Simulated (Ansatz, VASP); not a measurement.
# Li2H7: VASP beside Ansatz

```
Li H
1.0
     2.22353   -2.48496    0.00000
     2.22353    2.48496    0.00000
    -1.32062    0.00000    5.38937
Li H
2 7
Cartesian
  3.9455 0.0000 1.5671
  -0.8191 0.0000 3.8222
  0.4515 -1.2425 2.6947
  0.4515 1.2425 2.6947
  1.9905 0.4149 5.1064
  1.9905 -0.4149 5.1064
  1.1360 -0.4149 0.2829
  1.1360 0.4149 0.2829
  1.5632 0.0000 2.6947
```

Change from the starting cell: species swapped into the Hf2Co7 type (C2/m, No. 12).

Alike in both runs: task relaxation of cell and atoms; functional PBE; k mesh 12 × 12 × 8; occupations gaussian, width 0.1 eV; no spin polarisation.

```csv
,VASP,Ansatz
version,VASP 6.6.1,Ansatz 0.2.0
potentials or method,"VASP PAW PBE potentials, release 64 (Li_sv, H_h), cutoff 910 eV","scalar-relativistic, plane waves, PAW"
valence electrons in the cell,13,13
```

Ansatz gave:

| Item | Value |
| --- | --- |
| gap on the k mesh at the Fermi level, each at its own relaxed structure (eV) | none |
| relaxed volume (Å³/atom) | 7.10 |
| relaxed length of the cell vector where the two differ most in proportion (Å) | 3.455 |

Problem. Estimate VASP's values.

Solution. gap on the k mesh at the Fermi level, each at its own relaxed structure (eV): none; relaxed volume (Å³/atom): 6.69; relaxed length of the cell vector where the two differ most in proportion (Å): 3.374.

A gap of «none» marks a metal or a gap that the smearing closes. One of these differences is far larger than is usual between the two programs; its cause wasn't traced.
